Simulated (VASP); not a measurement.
# FeGe2 (I4/mcm) in VASP: notebook

FeGe2 is run at these levels: PBEsol; tasks: single point.

Everything below comes from runs of VASP 6.6.1. Logs are shortened: lines on timing, memory, paths and dates and some standing lists are left out, and cuts for length are marked.

### 1 The cell of the first run

It takes space group I4/mcm (No. 140, tetragonal). Conventional cell: a = 5.879 Å, b = 5.879 Å, c = 4.870 Å, α = 90.00°, β = 90.00°, γ = 90.00°. Within 3.3 Å of Ge (site symmetry m2m) lie 4 Fe at 2.54 Å and 11 Ge at 2.58 to 3.15 Å. Within 3.2 Å of Fe (site symmetry 422) lie 2 Fe at 2.43 Å and 8 Ge at 2.54 Å.

### 2 Single point, PBEsol, collinear spin, ferromagnetic start (14.03 Å³/atom)

INCAR

```
ALGO     = Normal         # electronic algorithm
EDIFF    = 1E-6           # SCF threshold, eV
ENCUT    = 520            # plane-wave cutoff, eV
GGA      = PS             # functional
ISIF     = 2              # what is computed and relaxed
ISMEAR   = -1             # smearing method
ISPIN    = 2              # spin polarisation
LASPH    = T              # aspherical terms in the spheres
LCHARG   = F              # write CHGCAR
LMAXMIX  = 4              # l up to which the mixer works
LORBIT   = 11             # projections on sites
LREAL    = F              # projectors in reciprocal space
LWAVE    = F              # write WAVECAR
MAGMOM   = 0 0 0 0 3 3    # initial moments
NBANDS   = 49             # bands
NELM     = 150            # most SCF steps
PREC     = Accurate       # precision mode
SIGMA    = 0.05           # smearing width, eV
```

KPOINTS

```
k-points
0
Gamma
  7 7 7
```

POSCAR

```
FeGe2
1.0
   -2.9396931694      2.9396931694      2.4349501451
    2.9396931694     -2.9396931694      2.4349501451
    2.9396931694      2.9396931694     -2.4349501451
Ge Fe
4 2
Direct
    0.8451073900      0.3451073900      0.1902147800
    0.6548926100      0.8451073900      0.5000000000
    0.3451073900      0.1548926100      0.5000000000
    0.1548926100      0.6548926100      0.8097852200
    0.2500000000      0.2500000000      0.0000000000
    0.7500000000      0.7500000000      0.0000000000
```

Potentials or basis: VASP PAW PBE potentials, release 64 (Ge_d, Fe).

Run with:

```sh
$ cat potpaw_PBE.64/Ge_d/POTCAR potpaw_PBE.64/Fe/POTCAR > POTCAR
$ mpirun -np 1 vasp_std > vasp.out
```

OUTCAR:

```text
EDIFF = 1E-6
   ENCUT = 520
   GGA = PS
   ISIF = 2
   ISMEAR = -1
   ISPIN = 2
   LASPH = T
   LORBIT = 11
   LREAL = F
   NELM = 150
   PREC = Accurate

 ion  position               nearest neighbor table
   1  0.845  0.345  0.190-   5 2.54   6 2.54   6 2.54   5 2.54   4 2.58   4 2.90   4 2.90
   2  0.655  0.845  0.500-   5 2.54   6 2.54   6 2.54   5 2.54   3 2.58   3 2.90   3 2.90
   3  0.345  0.155  0.500-   6 2.54   5 2.54   5 2.54   6 2.54   2 2.58   2 2.90   2 2.90
   4  0.155  0.655  0.810-   5 2.54   6 2.54   6 2.54   5 2.54   1 2.58   1 2.90   1 2.90
   5  0.250  0.250  0.000-   6 2.43   6 2.43   1 2.54   4 2.54   4 2.54   1 2.54   3 2.54   2 2.54
                             2 2.54   3 2.54
   6  0.750  0.750  0.000-   5 2.43   5 2.43   1 2.54   4 2.54   4 2.54   1 2.54   2 2.54   3 2.54
                             3 2.54   2 2.54

  LATTYP: Found a body centered tetragonal cell.
 ALAT       =     5.8793863388
 C/A-ratio  =     0.8283007800

  Lattice vectors:

 A1 = (  -2.9396931694,   2.9396931694,   2.4349501451)
 A2 = (   2.9396931694,  -2.9396931694,   2.4349501451)
 A3 = (   2.9396931694,   2.9396931694,  -2.4349501451)

Analysis of symmetry for initial positions (statically):
=====================================================================
 Subroutine PRICEL returns:
 Original cell was already a primitive cell.

 Routine SETGRP: Setting up the symmetry group for a
 body centered tetragonal supercell.

 Subroutine GETGRP returns: Found 16 space group operations
 (whereof  8 operations were pure point group operations)
 out of a pool of 16 trial point group operations.

The static configuration has the point symmetry C_4h.
 The point group associated with its full space group is D_4h.

Analysis of symmetry for dynamics (positions and initial velocities):
=====================================================================
 Subroutine PRICEL returns:
 Original cell was already a primitive cell.

 Routine SETGRP: Setting up the symmetry group for a
 body centered tetragonal supercell.

 Subroutine GETGRP returns: Found 16 space group operations
 (whereof  8 operations were pure point group operations)
 out of a pool of 16 trial point group operations.

The dynamic configuration has the point symmetry C_4h.
 The point group associated with its full space group is D_4h.

Analysis of structural, dynamic, and magnetic symmetry:
=====================================================================
 Subroutine PRICEL returns:
 Original cell was already a primitive cell.

 Routine SETGRP: Setting up the symmetry group for a
 body centered tetragonal supercell.

 Subroutine GETGRP returns: Found 16 space group operations
[... 152 lines left out ...]
  ---------------------------------------------------
  ext. energy  EPLUGINS =         0.00000000
  ---------------------------------------------------
  free energy    TOTEN  =       -38.53800706 eV

  energy without entropy =      -38.51480142  energy(sigma->0) =      -38.52640424

 E-fermi :   8.0837     XC(G=0): -12.6956

 val. band max:        8.0672510657   @ k =   0.4286   0.1429   0.0000
 cond. band min:       8.0838399603   @ k =  -0.1429   0.4286   0.1429
 fundamental gap:      0.0165888946
 Fermi energy:         8.0836976326

 spin component 1

 k-point     1 :       0.0000    0.0000    0.0000
  band No.  band energies     occupation
      1     -16.5934      1.00000
      2     -16.5779      1.00000
      3     -16.5725      1.00000
      4     -16.5579      1.00000
      5     -16.5434      1.00000
      6     -16.5434      1.00000
[... 1213 lines left out ...]
     47      14.6860      0.00000
     48      15.2686      0.00000

 [... further k-points ...]

 spin component 2

 k-point     1 :       0.0000    0.0000    0.0000
  band No.  band energies     occupation
      1     -16.6000      1.00000
      2     -16.5849      1.00000
      3     -16.5785      1.00000
      4     -16.5655      1.00000
      5     -16.5530      1.00000
      6     -16.5530      1.00000
[... 1213 lines left out ...]
     47      14.8724      0.00000
     48      15.4409      0.00000

 [... further k-points ...]

 [bands above 48 left out]

------------------------ aborting loop because EDIFF is reached ----------------------------------------

  FORCE on cell =-STRESS in cart. coord.  units (eV):
  Direction    XX          YY          ZZ          XY          YZ          ZX
  --------------------------------------------------------------------------------------
  -------------------------------------------------------------------------------------
  Total       -1.9300626     -1.9300626     -0.6473835      0.0000000     -0.0000000      0.0000000
  in kB      -36.7390494    -36.7390494    -12.3230473      0.0000000     -0.0000000      0.0000000
  external PRESSURE =     -28.6003820 kB  Pullay stress =       0.0000000 kB

 VOLUME and BASIS-vectors are now :
 -----------------------------------------------------------------------------
  energy-cutoff  :      520.00
  volume of cell :       84.17
      direct lattice vectors                 reciprocal lattice vectors
    -2.939693169  2.939693169  2.434950145     0.000000000  0.170085778  0.205343013
     2.939693169 -2.939693169  2.434950145     0.170085778  0.000000000  0.205343013
     2.939693169  2.939693169 -2.434950145     0.170085778  0.170085778  0.000000000

 POSITION                                       TOTAL-FORCE (eV/Angst)
 -----------------------------------------------------------------------------------
     -0.91067      2.02902      2.43495        -0.112248     -0.112248     -0.000000
      2.02902      0.91067      2.43495        -0.112248      0.112248      0.000000
      0.91067      2.02902      0.00000         0.112248     -0.112248      0.000000
      3.85037      0.91067     -0.00000         0.112248      0.112248      0.000000
      0.00000      0.00000      1.21748         0.000000      0.000000      0.000000
      0.00000      0.00000      3.65243         0.000000      0.000000      0.000000
 -----------------------------------------------------------------------------------
    total drift:                               -0.000000     -0.000000      0.000000

  FREE ENERGIE OF THE ION-ELECTRON SYSTEM (eV)
  ---------------------------------------------------
  free  energy   TOTEN  =       -38.5380070566 eV

  energy  without entropy=      -38.5148014209  energy(sigma->0) =      -38.52640424

 total charge

# of ion       s       p       d       tot
------------------------------------------
    1        1.155   1.126  10.074  12.355
    2        1.155   1.126  10.074  12.355
    3        1.155   1.126  10.074  12.355
    4        1.155   1.126  10.074  12.355
    5        0.429   0.539   6.456   7.424
    6        0.429   0.539   6.456   7.424
--------------------------------------------------
tot          5.479   5.583  53.208  64.269

 magnetization (x)

# of ion       s       p       d       tot
------------------------------------------
    1       -0.001  -0.043  -0.001  -0.045
    2       -0.001  -0.043  -0.001  -0.045
    3       -0.001  -0.043  -0.001  -0.045
    4       -0.001  -0.043  -0.001  -0.045
    5        0.005   0.005   1.250   1.261
    6        0.005   0.005   1.250   1.261
--------------------------------------------------
tot          0.006  -0.162   2.496   2.339
```

stdout:

```text
POSCAR found type information on POSCAR GeFe
 POSCAR found :  2 types and       6 ions
 scaLAPACK will be used
 -----------------------------------------------------------------------------
|                                                                             |
|                                                                             |
|     You enforced a specific xc type in the INCAR file but a different       |
|     I HOPE YOU KNOW WHAT YOU ARE DOING!                                     |
|                                                                             |
 -----------------------------------------------------------------------------

 LDA part: xc-table for (Slater+PW92), standard interpolation
 POSCAR, INCAR and KPOINTS ok, starting setup
 FFT: planning ... GRIDC
 FFT: planning ... GRID_SOFT
 FFT: planning ... GRID
 WAVECAR not read
 entering main loop
```

It took 4.5 min on 1 thread of Intel Xeon Platinum 8259CL at 2.50GHz (Skylake/Cascade Lake), shared host; peak memory 0.38 GiB.

Results:

```
Free energy                                           : -38.5380 eV
Pressure                                              : -2.9 GPa
Largest force                                         : 0.159 eV/Å
Net moment                                            : 2.29 μB per cell
Site moments                                          : Ge -0.04; Fe +1.26 μB
Valence electrons inside the program's atomic spheres : Ge 12.36; Fe 7.42
```

Forces in eV/Å, atoms in the order of the input:
```
Ge  -0.112 -0.112  0.000
Ge  -0.112  0.112  0.000
Ge   0.112 -0.112  0.000
Ge   0.112  0.112  0.000
Fe   0.000  0.000  0.000
Fe   0.000  0.000  0.000
```

Levels at points of the mesh, in eV from the Fermi level:
Spin up:
```csv
k point,band 35,band 36,band 37,band 38,band 39,band 40
"(0.00, 0.00, 0.00)",-1.48,-1.24,-1.03,-1.03,0.21,0.21
```
Spin down:
```
           k point  band 33  band 34  band 35  band 36  band 37  band 38
(0.00, 0.00, 0.00)    -1.88    -1.85    -0.53    -0.45     0.61     0.61
```

Caveat: the PAW data sets were made with another functional, which shifts forces and pressure a little.

### 3 Single point, PBEsol, collinear spin, ferromagnetic start (15.17 Å³/atom)

This run uses another cell than the first one, of 15.17 Å³/atom.

INCAR

```
PREC     = Accurate       # precision mode
ENCUT    = 520            # plane-wave cutoff, eV
EDIFF    = 1E-6           # SCF threshold, eV
ISMEAR   = -1             # smearing method
SIGMA    = 0.05           # smearing width, eV
LREAL    = F              # projectors in reciprocal space
LASPH    = T              # aspherical terms in the spheres
NELM     = 150            # most SCF steps
ALGO     = Normal         # electronic algorithm
ISIF     = 2              # what is computed and relaxed
LWAVE    = F              # write WAVECAR
LCHARG   = T              # write CHGCAR
ISPIN    = 2              # spin polarisation
MAGMOM   = 0 0 0 0 3 3    # initial moments
LORBIT   = 11             # projections on sites
LMAXMIX  = 4              # l up to which the mixer works
GGA      = PS             # functional
LELF     = T              # ELF
LVHAR    = T            
NBANDS   = 49             # bands
```

KPOINTS

```
Automatic mesh
0
Gamma
  7 7 7
```

POSCAR, as its differences from that of step 2:

```diff
@@ -2,5 +2,5 @@
 1.0
-   -2.9396931694      2.9396931694      2.4349501451
-    2.9396931694     -2.9396931694      2.4349501451
-    2.9396931694      2.9396931694     -2.4349501451
+   -3.0176018209      3.0176018209      2.4994819419
+    3.0176018209     -3.0176018209      2.4994819419
+    3.0176018209      3.0176018209     -2.4994819419
 Ge Fe
```

Potentials or basis: VASP PAW PBE potentials, release 64 (Ge_d, Fe).

Run with:

```sh
$ cat potpaw_PBE.64/Ge_d/POTCAR potpaw_PBE.64/Fe/POTCAR > POTCAR
$ mpirun -np 1 vasp_std > vasp.out
```

Run time: 12 min. Hardware: 1 thread of Intel Xeon 8259CL, shared host; peak memory 0.45 GiB.

It converged, with:

```
Free energy                                           : -38.2281 eV
Pressure                                              : -11.0 GPa
Largest force                                         : 0.141 eV/Å
Net moment                                            : 2.73 μB per cell
Site moments                                          : Ge -0.05; Fe +1.51 μB
Valence electrons inside the program's atomic spheres : Ge 12.28; Fe 7.25
```

Forces on the atoms (eV/Å):
```
Ge  -0.100 -0.100  0.000
Ge  -0.100  0.100  0.000
Ge   0.100 -0.100  0.000
Ge   0.100  0.100  0.000
Fe   0.000  0.000  0.000
Fe   0.000  0.000  0.000
```

Stress tensor (GPa, compression positive):
```
-11.37   0.00   0.00
  0.00 -11.37   0.00
  0.00   0.00 -10.13
```

Levels at points of the mesh, in eV from the Fermi level:
Spin up:
```csv
k point,band 35,band 36,band 37,band 38,band 39,band 40
"(0.00, 0.00, 0.00)",-1.51,-1.27,-1.16,-1.16,-0.07,-0.07
```
Spin down:
```
           k point  band 33  band 34  band 35  band 36  band 37  band 38
(0.00, 0.00, 0.00)    -1.74    -1.57    -0.37    -0.24     0.74     0.74
```

Caveat: the cell stands under tension; the PAW data sets were made with another functional, which shifts forces and pressure a little.
